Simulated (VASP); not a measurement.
Runs of VASP 6.6.1 on MoS2. The structure is that of space group R-3m (No. 166), or close to it. The cells are those of the table. 

```tsv
level	potentials or basis	cell	k mesh	gap on the mesh (eV)	pressure (GPa)	largest force (eV/Å)
PBEsol	VASP PAW PBE potentials, release 64 (Mo_sv, S)	a = 6.467 Å, angles 28.8°, 3 atoms	10 × 10 × 10	none	(b)	(c)
PBEsol	VASP PAW PBE potentials, release 64 (Mo_sv, S)	a = 6.297 Å, angles 28.8°, 3 atoms	10 × 10 × 10	none	9.9	1.54
LDA	VASP PAW LDA potentials, release 64 (Mo_sv, S)	a = 6.253 Å, angles 28.8°, 3 atoms	10 × 10 × 10	none	(a)	1.79
LDA	VASP PAW LDA potentials, release 64 (Mo_sv, S)	a = 6.383 Å, angles 28.8°, 3 atoms	6 × 6 × 6	none	0.2	0.55
LDA	VASP PAW LDA potentials, release 64 (Mo_sv, S)	a = 6.467 Å, angles 28.8°, 3 atoms	10 × 10 × 10	none	-5.3	0.06
```

Alike in all rows: task single point; no spin polarisation; cutoff (eV) 520; smearing fermi-dirac 0.05 eV.

Problem. Estimate the missing entries.

Solution. (a) 11.1; (b) -2.8; (c) 0.10.

Caveats: some runs use coarse meshes; the PAW data sets were made with another functional, which shifts forces and pressure a little (some runs); forces of over 1 eV/Å act on the atoms, so gaps and moduli don't describe the material at rest (some runs).

A k mesh can miss the band edges, and the runs leave out spin-orbit coupling on Mo.

A gap of «none» marks levels without a gap at the run's occupations.
